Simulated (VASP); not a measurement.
Write the native input for VASP 6.6.1 that does the following.

```yaml
Task: single point
Functional: PBE
Potentials_or_basis: VASP PAW PBE potentials, release 64 (Sr_sv, O)
Cutoff: 520 eV
k_mesh: 8 × 8 × 8
Occupations: gaussian, width 0.02 eV
Spin: no spin polarisation
Dipole_correction: no
Further_INCAR_settings: ALGO = Normal; EDIFF = 1e-06; NBANDS = 15
```

The structure of SrO lies in POSCAR:

```
SrO
1.0
    0.0000000000      2.5973917583      2.5973917583
    2.5973917583      0.0000000000      2.5973917583
    2.5973917583      2.5973917583      0.0000000000
Sr O
1 1
Direct
    0.0000000000      0.0000000000      0.0000000000
    0.5000000000      0.5000000000      0.5000000000
```

One way to write it, as run:

INCAR

```
PREC = Accurate
ENCUT = 520
EDIFF = 1E-6
ISMEAR = 0
SIGMA = 0.02
LREAL = F
LASPH = T
NELM = 100
ALGO = Normal
ISIF = 2
LWAVE = F
LCHARG = F
GGA = PE
NBANDS = 15
```

KPOINTS

```
Automatic mesh
0
Gamma
  8 8 8
```

Potentials or basis: VASP PAW PBE potentials, release 64 (Sr_sv, O).

Command:

```sh
$ cat potpaw_PBE.64/Sr_sv/POTCAR potpaw_PBE.64/O/POTCAR > POTCAR
$ mpirun -np 1 vasp_std > vasp.out
```

Results of the run:

```json
{
 "Pressure": "0.5 GPa",
 "Band gap on the k mesh": "3.28 eV, indirect (least direct gap 3.39 eV)"
}
```

It took 13 s on 1 thread of Intel(R) Xeon(R) Platinum 8259CL CPU @ 2.50GHz (Skylake/Cascade Lake), with other jobs on the host, peak memory 0.16 GiB.
